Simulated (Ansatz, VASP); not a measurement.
Given: the input of a run of VASP 6.6.1 on InAs.

INCAR

```
SYSTEM = InAs
  PREC = Accurate
  ENCUT = 520
  EDIFF = 1E-6
  ISMEAR = -1
  SIGMA = 0.05
  LREAL = .FALSE.
  LASPH = .TRUE.
  NELM = 100
  ALGO = Normal
  ISIF = 2
  LWAVE = .FALSE.
  LCHARG = .FALSE.
  GGA = CA
  NBANDS = 16
```

File KPOINTS:

```
regular mesh
0
G
  8 8 8
  0 0 0
```

The input POSCAR:

```
InAs
1.0
    0.0000000000      2.9337360524      2.9337360524
    2.9337360524      0.0000000000      2.9337360524
    2.9337360524      2.9337360524      0.0000000000
In As
1 1
Direct
    0.5000000000      0.5000000000      0.5000000000
    0.0000000000      0.0000000000      0.0000000000
```

Potentials or basis: VASP PAW LDA potentials, release 64 (In_d, As).

Command:

```console
$ cat potpaw_LDA.64/In_d/POTCAR potpaw_LDA.64/As/POTCAR > POTCAR
$ mpirun -np 1 vasp_std > vasp.out
```

Task: Set up the same calculation for Ansatz 0.2.0. Potentials there: Ansatz PAW.

Result: As run (the cutoff follows the program's own potentials):

input.yaml

```yaml
crystal:
  lattice:
    - [0.0, 2.9337360524, 2.9337360524]
    - [2.9337360524, 0.0, 2.9337360524]
    - [2.9337360524, 2.9337360524, 0.0]
  atoms:
    - { symbol: In, position: [0.5, 0.5, 0.5] }
    - { symbol: As, position: [0.0, 0.0, 0.0] }
hamiltonian:
  xc: lda
  pseudopotentials: { kind: paw }
kpoints:
  mp_grid: { grid: [8, 8, 8] }
scf:
  occupations: { method: fermi_dirac, width: 0.05 }
output:
  forces: true
  stress: true
  eigenvalues: true
```

Potentials or basis: Ansatz PAW.

Command:

```console
$ ansatz run input.yaml --threads 2 --pin off --max-ram 5632MiB --backend cpu --events-out ev --progress --plain --runs-dir out
```

Both were run:

|  | VASP | Ansatz | Ansatz less VASP |
| --- | --- | --- | --- |
| gap on the k mesh at the Fermi level (eV) | none | none | - |
| pressure (GPa) | -7.5 | -7.6 | -0.08 |

LDA's correlation is that of Perdew and Zunger in VASP and of Perdew and Wang (1992) in Ansatz. A gap of «none» marks a metal or a gap that the smearing closes. VASP's potentials hold 18 valence electrons a cell and Ansatz's 28, so a difference there can come from the potentials and not from the codes.
